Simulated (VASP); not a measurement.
## Ga: single point with LDA

Ga:

```xyz
1
Lattice="-1.4894 1.4894 1.4894 1.4894 -1.4894 1.4894 1.4894 1.4894 -1.4894" Properties=species:S:1:pos:R:3 pbc="T T T"
Ga    0.0000    0.0000    0.0000
```

This cell differs from its parent crystal: volume scaled by 0.76.

```
Program                : VASP 6.6.1
Task                   : single point
Functional             : LDA
Potentials or basis    : VASP PAW LDA potentials, release 64 (Ga_d)
Cutoff                 : 520 eV
k mesh                 : 16 × 16 × 16
Occupations            : fermi-dirac, width 0.05 eV
Spin                   : no spin polarisation
Dipole correction      : no
Further INCAR settings : ALGO = Normal; EDIFF = 1e-06; NBANDS = 12
```

* Pressure: 34.2 GPa

Levels at points of the mesh, in eV from the Fermi level:
```
           k point  band 3  band 4  band 5  band 6  band 7  band 8  band 9  band 10
(0.00, 0.00, 0.00)  -15.69  -15.27  -15.27  -14.32   17.38   17.38   17.38    20.15
(0.50, 0.00, 0.00)  -15.29  -15.26  -15.00   -5.70   -4.73    9.14   11.06    13.67
(0.50, 0.50, 0.50)  -15.07  -15.07  -15.07    1.58    1.58    1.58    4.77     6.29
```

Wall time 6.4 s on 1 thread of Intel(R) Xeon(R) 6975P-C (Granite Rapids) (shared host), peak memory 0.13 GiB.
